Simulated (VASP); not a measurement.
# Si12O23 (a cell with a defect) in VASP: a series of runs

Runs on Si12O23 (a cell with a defect). Level: PBE+D3(BJ). Tasks: single point.

Program: VASP 6.6.1. These are calculated values, not measurements. Logs are shortened: lines on timing, memory, paths and dates and some standing lists are left out, and cuts for length are marked.

## Step 1: The cell of the first run

The cell holds a defect, 35 atoms: a = 7.399 Å, b = 7.399 Å, c = 9.994 Å, α = 70.26°, β = 70.26°, γ = 71.59°.

## Step 2: Single point, PBE+D3(BJ)

Contents of INCAR:

```
PREC = Accurate
ENCUT = 520
EDIFF = 1E-6
ISMEAR = 0
SIGMA = 0.02
LREAL = Auto
LASPH = T
NELM = 120
ALGO = Normal
ISIF = 2
LWAVE = F
LCHARG = F
GGA = PE
IVDW = 12
NBANDS = 116
NELECT = 188.0
GGA_COMPAT = F
```

Contents of KPOINTS:

```
Automatic mesh
0
Gamma
  2 2 2
```

Contents of POSCAR:

```
Si12O23
1.0
   -2.4986000000      4.3277020000      5.4571000000
    4.9972000000      0.0000000000      5.4571000000
    4.9972000000      8.6554040000      0.0000000000
Si O
12 23
Direct
    0.7599151116      0.2350642730      0.1243577829
    0.1566268532      0.1763930658      0.1942404600
    0.5676501956      0.0764670095      0.9685365482
    0.7534728174      0.2422465207      0.6323368824
    0.1741433789      0.1651335264      0.6933205372
    0.5860511832      0.0833946763      0.4572605880
    0.2581595689      0.7378905310      0.3679074157
    0.6953684405      0.6434996396      0.4142990448
    0.0260160948      0.6286710100      0.2066227174
    0.2443701318      0.7264209477      0.8564110805
    0.6631545540      0.6638106840      0.9150928958
    0.0941505988      0.6059611822      0.7016762320
    0.9828599378      0.1494489809      0.1410442634
    0.3500976610      0.1786238211      0.0527219356
    0.2087797894      0.9817992727      0.3256495350
    0.0879790918      0.3735629360      0.2499335338
    0.7285071119      0.1135742134      0.0285141300
    0.9794107598      0.1766486856      0.6443654272
    0.3611179340      0.1594715733      0.5470469310
    0.1056025871      0.6563834494      0.5231165954
    0.2121339046      0.9745341058      0.8282640159
    0.1422939578      0.3604609853      0.7479812790
    0.7377255752      0.1314901255      0.5212508339
    0.4923030205      0.6596311570      0.3656618725
    1.0779318188      0.6784276028      0.0204076334
    0.6030711742      0.2113861383      0.2857850047
    0.6766919744      0.4780180364      0.5806521323
    0.6490307610      0.8529151443      0.4628879573
    0.2162161535      0.6640370946      0.2477170240
    0.4796527901      0.6475517691      0.8697926360
    0.8534275298      0.6916858088      0.7734208562
    0.6046447005      0.1732955975      0.7930195887
    0.7253554019      0.4662529615      0.0406569094
    0.5957549486      0.8418084093      0.9969197414
    0.2523110242      0.7385504223      0.6793830855
```

Potentials or basis: VASP PAW PBE potentials, release 64 (Si, O).

On the command line:

```console
$ cat potpaw_PBE.64/Si/POTCAR potpaw_PBE.64/O/POTCAR > POTCAR
$ mpirun -np 1 vasp_std > vasp.out
```

OUTCAR:

```text
PREC = Accurate
   ENCUT = 520
   EDIFF = 1E-6
   ISMEAR = 0
   LREAL = Auto
   LASPH = T
   NELM = 120
   ISIF = 2
   GGA = PE
   IVDW = 12
   NELECT = 188.0
 IVDW          = 12

 ion  position               nearest neighbor table
   1  0.760  0.235  0.124-  33 1.61  13 1.61  17 1.63  26 1.63   6 3.08   3 3.10   2 3.11
   2  0.157  0.176  0.194-  16 1.61  15 1.63  13 1.63  14 1.64   7 3.11   1 3.11
   3  0.568  0.076  0.969-  32 1.62  14 1.62  34 1.62  17 1.63  11 3.10   1 3.10   4 3.14
   4  0.753  0.242  0.632-  27 1.61  18 1.62  32 1.63  23 1.64   8 3.03   6 3.12   3 3.14
   5  0.174  0.165  0.693-  21 1.61  22 1.64  19 1.64  18 1.64  10 3.07
   6  0.586  0.083  0.457-  28 1.61  19 1.62  26 1.64  23 1.64   1 3.08   4 3.12
   7  0.258  0.738  0.368-  29 1.62  20 1.63  24 1.64  15 1.66  12 3.06   2 3.11   9 3.14
   8  0.695  0.643  0.414-  28 1.68  24 1.69  27 1.69   9 2.62   4 3.03
   9  0.026  0.629  0.207-  25 1.70  29 1.71  16 1.73   8 2.62   7 3.14
  10  0.244  0.726  0.856-  25 1.69  30 1.69  21 1.71  35 1.72  12 2.67   5 3.07
  11  0.663  0.664  0.915-  30 1.62  33 1.63  31 1.63  34 1.64   3 3.10
  12  0.094  0.606  0.702-  22 1.67  35 1.67  20 1.67  31 1.68  10 2.67   7 3.06
  13  0.983  0.149  0.141-   1 1.61   2 1.63
  14  0.350  0.179  0.053-   3 1.62   2 1.64
  15  0.209  0.982  0.326-   2 1.63   7 1.66
  16  0.088  0.374  0.250-   2 1.61   9 1.73
  17  0.729  0.114  0.029-   1 1.63   3 1.63
  18  0.979  0.177  0.644-   4 1.62   5 1.64
[... 15 lines left out ...]
  34  0.596  0.842  0.997-   3 1.62  11 1.64
  35  0.252  0.739  0.679-  12 1.67  10 1.72

  LATTYP: Found a base centered monoclinic cell.
 ALAT       =    12.0038230660
 B/A-ratio  =     0.7210539654
 C/A-ratio  =     0.8326013878
 COS(beta)  =    -0.4163006939

  Lattice vectors:

 A1 = (   2.4986000000,  -4.3277020000,  -5.4571000000)
 A2 = (  -4.9972000000,   0.0000000000,  -5.4571000000)
 A3 = (   4.9972000000,   8.6554040000,   0.0000000000)

Analysis of symmetry for initial positions (statically):
=====================================================================
 Subroutine PRICEL returns:
 Original cell was already a primitive cell.

 Routine SETGRP: Setting up the symmetry group for a
 base centered monoclinic supercell.

 Subroutine GETGRP returns: Found  1 space group operations
 (whereof  1 operations were pure point group operations)
 out of a pool of  4 trial point group operations.

The static configuration has the point symmetry C_1 .

Analysis of symmetry for dynamics (positions and initial velocities):
=====================================================================
 Subroutine PRICEL returns:
 Original cell was already a primitive cell.

 Routine SETGRP: Setting up the symmetry group for a
 base centered monoclinic supercell.

 Subroutine GETGRP returns: Found  1 space group operations
 (whereof  1 operations were pure point group operations)
 out of a pool of  4 trial point group operations.

The dynamic configuration has the point symmetry C_1 .

 Subroutine INISYM returns: Found  1 space group operations
 (whereof  1 operations are pure point group operations),
 and found     1 'primitive' translations

----------------------------------------------------------------------------------------

                                     Primitive cell

  volume of cell :     472.0695

  direct lattice vectors                    reciprocal lattice vectors
    -2.498600000  4.327702000  5.457100000    -0.100056031  0.057767379  0.091623756
     4.997200000  0.000000000  5.457100000     0.100056031 -0.057767379  0.091623756
     4.997200000  8.655404000  0.000000000     0.050028016  0.086651068 -0.045811878

  length of vectors
     7.399455856  7.399455943  9.994399744     0.147455729  0.147455729  0.110045164

  position of ions in fractional coordinates (direct lattice)
     0.759915112  0.235064273  0.124357783
     0.156626853  0.176393066  0.194240460
     0.567650196  0.076467009  0.968536548
     0.753472817  0.242246521  0.632336882
     0.174143379  0.165133526  0.693320537
     0.586051183  0.083394676  0.457260588
[... 27 lines left out ...]
     0.595754949  0.841808409  0.996919741
     0.252311024  0.738550422  0.679383085

  ion indices of the primitive-cell ions
   primitive index   ion index
                 1           1
                 2           2
                 3           3
                 4           4
                 5           5
                 6           6
[... 27 lines left out ...]
                34          34
                35          35

----------------------------------------------------------------------------------------

 KPOINTS: Automatic mesh

Automatic generation of k-mesh.
 Grid dimensions read from file:
 generate k-points for:    2    2    2

 Generating k-lattice:

  Cartesian coordinates                     Fractional coordinates (reciprocal lattice)
    -0.050028016  0.028883689  0.045811878     0.500000000  0.000000000  0.000000000
     0.050028016 -0.028883689  0.045811878     0.000000000  0.500000000 -0.000000000
     0.025014008  0.043325534 -0.022905939     0.000000000  0.000000000  0.500000000

  Length of vectors
     0.073727865  0.073727865  0.055022582

  Shift w.r.t. Gamma in fractional coordinates (k-lattice)
     0.000000000  0.000000000  0.000000000

 Subroutine IBZKPT returns following result:
 ===========================================

 Found      8 irreducible k-points:

 Following reciprocal coordinates:
            Coordinates               Weight
  0.000000  0.000000  0.000000      1.000000
  0.500000 -0.000000  0.000000      1.000000
 -0.000000  0.500000 -0.000000      1.000000
  0.500000  0.500000  0.000000      1.000000
  0.000000  0.000000  0.500000      1.000000
  0.500000 -0.000000  0.500000      1.000000
  0.000000  0.500000  0.500000      1.000000
  0.500000  0.500000  0.500000      1.000000
   k-points           NKPTS =      8   k-points in BZ     NKDIM =      8   number of bands    NBANDS=    116
   number of dos      NEDOS =    301   number of ions     NIONS =     35
   total plane-waves  NPLWV = 250880
   dimension x,y,z NGX =    56 NGY =   56 NGZ =   80
   dimension x,y,z NGXF=   112 NGYF=  112 NGZF=  160
   ions per type =              12  23
   NGX,Y,Z   is equivalent  to a cutoff of  12.58, 12.58, 13.31 a.u.
   NGXF,Y,Z  is equivalent  to a cutoff of  25.16, 25.16, 26.61 a.u.
 SYSTEM =  unknown system
   PREC   = accura    normal or accurate (medium, high low for compatibility)
   ISTART =      0    job   : 0-new  1-cont  2-samecut
   ICHARG =      2    charge: 1-file 2-atom 10-const
   ISPIN  =      1    spin polarized calculation?
   LNONCOLLINEAR =      F non collinear calculations
   LSORBIT =      F    spin-orbit coupling
   LASPH  =      T    aspherical Exc in radial PAW
   ENCUT  =  520.0 eV  38.22 Ry    6.18 a.u.  13.76 13.76 18.58*2*pi/ulx,y,z
   NELM   =    120;   NELMIN=  2; NELMDL= -5     # of ELM steps
   EDIFF  = 0.1E-05   stopping-criterion for ELM
   LREAL  =      T    real-space projection
   EDIFFG = 0.1E-04   stopping-criterion for IOM
   NSW    =      0    number of steps for IOM
   IBRION =     -1    ionic relax: 0-MD 1-quasi-New 2-CG
   NFREE  =      0    steps in history (QN), initial steepest desc. (CG)
   ISIF   =      2    stress and relaxation
   ISYM   =      2    0-nonsym 1-usesym 2-fastsym
   POTIM  = 0.5000    time-step for ionic-motion
   TEBEG  =    0.0;   TEEND  =   0.0 temperature during run
   PSTRESS=    0.0 pullay stress
   NELECT =     188.0000    total number of electrons
   NUPDOWN=      -1.0000    fix difference up-down
   EMIN   =  10.00;   EMAX   =-10.00  energy-range for DOS
   EFERMI =   0.00;   METHOD = LEGACY
   ISMEAR =     0;   SIGMA  =   0.02  broadening in eV -4-tet -1-fermi 0-gaus
   EFERMI_NEDOS =   21; number of points for ismear=-14 and -15
   IALGO  =     38    algorithm
   IMIX   =      4    mixing-type and parameters
     AMIX     =   0.40;   BMIX     =  1.00
     AMIX_MAG =   1.60;   BMIX_MAG =  1.00
  volume/ion in A,a.u.               =      13.49        91.02
  Fermi-wavevector in a.u.,A,eV,Ry     =   1.204459  2.276098 19.738273  1.450722
  Thomas-Fermi vector in A             =   2.340184
   LORBIT       =      0    0 simple, 1 ext, 2 COOP (PROOUT), +10 PAW based schemes
   GGA     = PE    functional components
   LHFCALC =     F    Hartree Fock is set to
   AEXX    =    0.0000 exact exchange contribution
   IVDW    =    12    specifies the selected vdW correction
   LEPSILON=     F    determine dielectric tensor
   LRPA    =     F    only Hartree local field effects (RPA)
 non-spin polarized calculation
 Gauss-broadening in eV      SIGMA  =   0.02
  energy-cutoff  :      520.00
  volume of cell :      472.07
 maximum number of plane-waves:     12742
 NGX is ok and might be reduce to    56
   NGX = 27   NGY = 27   NGZ = 37

 number of electron     188.0000015 magnetization

 Free energy of the ion-electron system (eV)
  ---------------------------------------------------
  ext. energy  EPLUGINS =         0.00000000
  ---------------------------------------------------
  free energy    TOTEN  =      -260.67073905 eV

  energy without entropy =     -260.67073905  energy(sigma->0) =     -260.67073905

 E-fermi :   6.0557     XC(G=0):  -9.0754

 val. band max:        5.8879196764   @ k =   0.5000   0.5000   0.5000
 cond. band min:       6.4091572195   @ k =   0.0000   0.0000   0.0000
 fundamental gap:      0.5212375431
 Fermi energy:         6.0557403127

 k-point     1 :       0.0000    0.0000    0.0000
  band No.  band energies     occupation
      1     -18.6761      2.00000
      2     -18.1930      2.00000
      3     -17.9579      2.00000
      4     -17.8202      2.00000
      5     -17.7855      2.00000
      6     -17.4282      2.00000
[... 98 lines left out ...]
    105       9.6186      0.00000
    106       9.7631      0.00000

 k-point     2 :       0.5000   -0.0000    0.0000
  band No.  band energies     occupation
      1     -18.5597      2.00000
      2     -18.2022      2.00000
      3     -18.0614      2.00000
      4     -18.0071      2.00000
      5     -17.5897      2.00000
      6     -17.5501      2.00000
[... 646 lines left out ...]
 k-point     8 :       0.5000    0.5000    0.5000
  band No.  band energies     occupation
      1     -18.3911      2.00000
      2     -18.3806      2.00000
      3     -18.0116      2.00000
      4     -17.9182      2.00000
      5     -17.8002      2.00000
      6     -17.5856      2.00000
[... 98 lines left out ...]
    105       9.7121      0.00000
    106       9.7990      0.00000
 [bands above 106 left out]

------------------------ aborting loop because EDIFF is reached ----------------------------------------

 Edisp (eV)   -4.74059

 E8    (eV) :    -1.6115

  FORCE on cell =-STRESS in cart. coord.  units (eV):
  Direction    XX          YY          ZZ          XY          YZ          ZX
  --------------------------------------------------------------------------------------
  -------------------------------------------------------------------------------------
  Total       8.09134    14.19914    10.86947     1.72684    -3.68976     1.19294
  in kB      27.46155    48.19109    36.89038     5.86080   -12.52282     4.04878
  external pressure =       37.51 kB  Pullay stress =        0.00 kB

 VOLUME and BASIS-vectors are now :
 -----------------------------------------------------------------------------
  energy-cutoff  :      520.00
  volume of cell :      472.07
      direct lattice vectors                 reciprocal lattice vectors
    -2.498600000  4.327702000  5.457100000    -0.100056031  0.057767379  0.091623756
     4.997200000  0.000000000  5.457100000     0.100056031 -0.057767379  0.091623756
     4.997200000  8.655404000  0.000000000     0.050028016  0.086651068 -0.045811878

 POSITION                                       TOTAL-FORCE (eV/Angst)
 -----------------------------------------------------------------------------------
     -0.10262      4.36505      5.42970        -0.008345     -0.005197      0.008767
      1.46078      2.35906      1.81732        -0.004998      0.001143      0.007348
      3.80376     10.83970      3.51501         0.008266     -0.013489     -0.007013
      2.48784      8.73394      5.43374        -0.023521      0.013940     -0.022065
      3.85475      6.75461      1.85147        -0.004732     -0.033084      0.009698
      1.23746      6.49403      3.65323         0.003456     -0.002551     -0.005637
[... 27 lines left out ...]
      7.69994     11.20699      7.84493        -0.011801     -0.010605      0.004045
      6.45527      6.97226      5.40723        -0.011901     -0.020795      0.064846
 -----------------------------------------------------------------------------------
    total drift:                                0.012296      0.018666     -0.010357

  FREE ENERGIE OF THE ION-ELECTRON SYSTEM (eV)
  ---------------------------------------------------
  free  energy   TOTEN  =      -265.4113308930 eV

  energy  without entropy=     -265.4113308930  energy(sigma->0) =     -265.41133089
```

Run time: 7.2 min. Hardware: 1 thread of Intel Xeon 6975P-C (Granite Rapids), shared host; peak memory 0.66 GiB.

Results:

```
Free energy                : -265.4113 eV
Largest force              : 0.069 eV/Å
Dispersion energy per atom : -0.135 eV
```

Forces in eV/Å, atoms in the order of the input:
```
Si  -0.008 -0.005  0.009
Si  -0.005  0.001  0.007
Si   0.008 -0.013 -0.007
Si  -0.024  0.014 -0.022
Si  -0.005 -0.033  0.010
Si   0.003 -0.003 -0.006
Si  -0.018  0.000  0.029
Si  -0.007 -0.003  0.025
Si   0.024  0.025 -0.028
Si  -0.003  0.031  0.012
Si   0.011  0.032 -0.005
Si   0.017 -0.019 -0.053
O    0.013  0.009  0.011
O   -0.004  0.017 -0.009
O   -0.014  0.006 -0.009
O    0.028 -0.014  0.018
O    0.017 -0.008 -0.006
O    0.012  0.008  0.011
O    0.011  0.014 -0.007
O    0.011  0.018 -0.018
O   -0.021  0.025 -0.025
O    0.007 -0.006  0.011
O    0.012 -0.003 -0.001
O    0.006  0.008  0.004
O   -0.007 -0.016 -0.010
O   -0.010  0.009 -0.003
O    0.009 -0.013  0.013
O   -0.019 -0.010 -0.005
O   -0.008 -0.018 -0.012
O    0.017 -0.020 -0.012
O   -0.007  0.011  0.003
O   -0.016  0.004  0.010
O   -0.006 -0.018 -0.003
O   -0.012 -0.011  0.004
O   -0.012 -0.021  0.065
```

Caveat: the k points lie up to 0.46 Å⁻¹ apart; the cell carries a net charge on a neutralising background, which shifts energy and pressure; the cell is charged against a uniform background, so pressure and absolute levels hang on convention.

(Part 1 of 3 ends here.)
